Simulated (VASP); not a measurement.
The system is BaTiO3.

```
CELL_PARAMETERS angstrom
3.99980 0.00000 0.00000
0.00000 3.99980 0.00000
0.00000 0.00000 4.01800
ATOMIC_POSITIONS crystal
Ba 0.00000 0.00000 0.00000
Ti 0.50000 0.50000 0.49000
O 0.50000 0.50000 0.01900
O 0.50000 0.00000 0.51700
O 0.00000 0.50000 0.51700
```

* Program: VASP 6.6.1
* Task: relaxation of cell and atoms
* Functional: r2SCAN
* Potentials or basis: VASP PAW PBE potentials, release 64 (Ba_sv, Ti_sv, O)
* Cutoff: 600 eV
* k mesh: 4 × 4 × 4
* Occupations: gaussian, width 0.01 eV
* Spin: no spin polarisation

At the start: pressure 1.1 GPa; volume 12.86 Å³/atom.

How do energy, volume and symmetry change on relaxing?

Over 20 steps the energy falls by 4.6 meV/atom and the volume is 13.11 Å³/atom (+2.0 %); space group P4mm (No. 99, to 0.05 Å).

The path:
```
step  energy change (eV)  largest force (eV/Å)  pressure (GPa)  volume (Å³)
   1              0.0000                0.3346            1.09        64.28
   2             -0.0089                0.2556           -0.80        65.10
   3             -0.0094                0.2340           -1.29        65.34
   4             -0.0153                0.1419           -0.47        65.21
   5             -0.0165                0.1092            0.10        65.14
   6             -0.0188                0.0893            0.20        65.15
   7             -0.0205                0.0890            0.33        65.17
   8             -0.0204                0.1082            0.64        65.20
   9             -0.0210                0.0981            0.47        65.18
  10             -0.0223                0.0795           -0.24        65.54
  11             -0.0223                0.0828           -0.32        65.60
  12             -0.0228                0.0751            0.06        65.54
  13             -0.0228                0.0622            0.01        65.55
  14             -0.0231                0.0155            0.05        65.53
  15             -0.0231                0.0038            0.07        65.53
  16             -0.0231                0.0048            0.06        65.53
  17             -0.0231                0.0041            0.07        65.53
  18             -0.0231                0.0041            0.06        65.53
  19             -0.0231                0.0090           -0.07        65.58
  20             -0.0231                0.0037           -0.03        65.55
```

Final structure:
```
Ba Ti O
1.0
     3.98428    0.00000    0.00000
     0.00000    3.98428    0.00000
     0.00000    0.00000    4.12948
Ba Ti O
1 1 3
Direct
  0.00000 0.00000 0.99621
  0.50000 0.50000 0.47751
  0.50000 0.50000 0.03440
  0.50000 0.00000 0.51744
  0.00000 0.50000 0.51744
```

Caveat: the PAW data sets were made with another functional, which shifts forces and pressure a little.
